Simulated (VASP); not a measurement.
Here is a VASP 6.6.1 calculation.

INCAR

```
SYSTEM = ZnS
ALGO = Normal
EDIFF = 1E-6
EDIFFG = -0.005
ENCUT = 600
GGA = PE
IBRION = 2
ISIF = 3
ISMEAR = -1
LASPH = .True.
LCHARG = .False.
LREAL = .False.
LWAVE = .False.
NELM = 80
NSW = 60
PREC = Accurate
PSTRESS = 680.0
SIGMA = 0.08
```

KPOINTS

```
k-points
0
Gamma
  11 11 6
  0 0 0
```

File POSCAR:

```
ZnS
1.0
    3.3030759100      0.0000000000      0.0000000000
   -1.6515379550      2.8605476486      0.0000000000
    0.0000000000      0.0000000000      5.3840137332
Zn S
2 2
Direct
    0.3333333333      0.6666666667      0.0000000000
    0.6666666667      0.3333333333      0.5000000000
    0.3333333333      0.6666666667      0.3760000000
    0.6666666667      0.3333333333      0.8760000000
```

Potentials or basis: VASP PAW PBE potentials, release 64 (Zn, S).

The run is started by

```bash
$ cat potpaw_PBE.64/Zn/POTCAR potpaw_PBE.64/S/POTCAR > POTCAR
$ mpirun -np 1 vasp_std > vasp.out
```

Q: Estimate the relaxed volume.

A: 13.41 Å³/atom.

Q: Estimate the band gap on the k mesh.

A: 1.89 eV (least direct gap 3.05 eV).

Final structure:
```
CELL_PARAMETERS angstrom
3.25979 0.00000 0.00000
-1.62990 2.82306 0.00000
0.00000 0.00000 5.82858
ATOMIC_POSITIONS crystal
Zn 0.33333 0.66667 0.01311
Zn 0.66667 0.33333 0.51311
S 0.33333 0.66667 0.36289
S 0.66667 0.33333 0.86289
```

Caveat: the cell is relaxed towards a set pressure, so the run minimises the enthalpy, not the energy. A k mesh can miss the band edges.
